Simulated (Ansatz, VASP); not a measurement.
MnSi in VASP and in Ansatz

Contents of POSCAR:

```
MnSi
1.0
    0.0000000000      2.4760320894      2.4760320894
    2.4760320894      0.0000000000      2.4760320894
    2.4760320894      2.4760320894      0.0000000000
Mn Si
1 1
Direct
    0.0000000000      0.0000000000      0.0000000000
    0.5000000000      0.5000000000      0.5000000000
```

File INCAR.step1:

```
SYSTEM = MnSi
PREC = Accurate ; ENCUT = 520
ISMEAR = -1 ; SIGMA = 0.1
LREAL = .FALSE. ; LASPH = .TRUE.
NELM = 150 ; ISPIN = 2
MAGMOM = 3 0 ; LMAXMIX = 4
NBANDS = 20 ; GGA = PE
ALGO = Normal ; EDIFF = 1E-4
LWAVE = .TRUE. ; LCHARG = .FALSE.
```

Contents of INCAR.step2:

```
SYSTEM = MnSi
PREC = Accurate ; ENCUT = 520
EDIFF = 1E-6 ; ISMEAR = -1
SIGMA = 0.1 ; LREAL = .FALSE.
LASPH = .TRUE. ; NELM = 150
ALGO = Normal ; ISIF = 2
LWAVE = .FALSE. ; LCHARG = .FALSE.
ISPIN = 2 ; MAGMOM = 3 0
LORBIT = 11 ; LMAXMIX = 4
METAGGA = R2SCAN ; LMIXTAU = .TRUE.
NBANDS = 20 ; ISTART = 1
```

File KPOINTS:

```
regular mesh
0
G
  14 14 14
  0 0 0
```

Input for Ansatz:

```yaml
crystal:
  lattice:
    - [0.0, 2.4760320894, 2.4760320894]
    - [2.4760320894, 0.0, 2.4760320894]
    - [2.4760320894, 2.4760320894, 0.0]
  atoms:
    - { symbol: Mn, position: [0.0, 0.0, 0.0], spin: 3.0 }
    - { symbol: Si, position: [0.5, 0.5, 0.5] }
magnetization:
  spin_polarized: true
kpoints:
  mp_grid: { grid: [14, 14, 14] }
scf:
  occupations: { method: fermi_dirac, width: 0.1 }
hamiltonian:
  xc: r2scan
  pseudopotentials: { kind: paw }
output:
  forces: true
  stress: true
  eigenvalues: true
  write_density: true
  write_potential: true
  elf: true
  volumetric_format: npy
```

Change from the starting cell: volume scaled by 1.011, to set the pressure.

Alike in both runs: task single point; functional r2SCAN; k mesh 14 × 14 × 14; occupations fermi-dirac, width 0.1 eV; collinear spin.

```csv
,VASP,Ansatz
version,VASP 6.6.1,Ansatz 0.2.0
potentials or method,"VASP PAW PBE potentials, release 64 (Mn_pv, Si)","PAW with Ansatz's default frozen-core files, scalar-relativistic"
plane-wave cutoff (eV),520,500
valence electrons in the cell,17,19
```

```csv
,VASP,Ansatz,Ansatz less VASP
pressure (GPa),-0.9,-1.0,-0.08
net moment per atom (μB),1.50,1.50,-0.001
size of the moment on the site where the two differ most (μB),3.25,3.15,-0.097
```

VASP's potentials were made for PBE, not for r2SCAN. Site moments also hang on the region over which each program counts them. With one functional, cell and mesh, what is left measures potentials, basis and numerics. VASP's potentials hold 17 valence electrons a cell and Ansatz's 19, so a difference there can come from the potentials and not from the codes. Ansatz's warnings: stability check not made.
